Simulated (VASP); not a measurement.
Crystal: Cd.

```
Cd
1.0
     2.97887    0.00000    0.00000
    -1.48944    2.57978    0.00000
     0.00000    0.00000    5.61765
Cd
2
Direct
  0.33333 0.66667 0.25000
  0.66667 0.33333 0.75000
```

* Program: VASP 6.6.1
* Task: relaxation of cell and atoms
* Functional: LDA
* Potentials or basis: VASP PAW LDA potentials, release 64 (Cd_sv_GW)
* Cutoff: 540 eV
* k mesh: 18 × 18 × 8
* Occupations: gaussian, width 0.1 eV
* Spin: no spin polarisation

At the start: pressure -6.5 GPa; volume 21.59 Å³/atom.

Where does the relaxation end?

Over 9 steps the energy falls by 41.9 meV/atom and the volume is 19.69 Å³/atom (-8.8 %); space group P6_3/mmc (No. 194, to 0.1 Å) before and after.

Step by step:
```
step  energy change (eV)  largest force (eV/Å)  pressure (GPa)  volume (Å³)
   1              0.0000                0.0000           -6.50        43.17
   2             -0.0617                0.0000            4.29        37.92
   3             -0.0831                0.0000           -0.01        39.53
   4             -0.0831                0.0000           -0.22        39.60
   5             -0.0833                0.0000           -0.21        39.57
   6             -0.0837                0.0000           -0.20        39.48
   7             -0.0838                0.0000           -0.19        39.45
   8             -0.0837                0.0000            0.35        39.24
   9             -0.0838                0.0000           -0.01        39.37
```

Final structure:
```cif
data_structure
_symmetry_space_group_name_H-M 'P 1'
_symmetry_Int_Tables_number 1
_cell_length_a 2.8953
_cell_length_b 2.8953
_cell_length_c 5.4236
_cell_angle_alpha 90.000
_cell_angle_beta 90.000
_cell_angle_gamma 120.000
_cell_volume 39.37
loop_
_atom_site_label
_atom_site_type_symbol
_atom_site_fract_x
_atom_site_fract_y
_atom_site_fract_z
_atom_site_occupancy
Cd1 Cd 0.33333 0.66667 0.25000 1
Cd2 Cd 0.66667 0.33333 0.75000 1
```
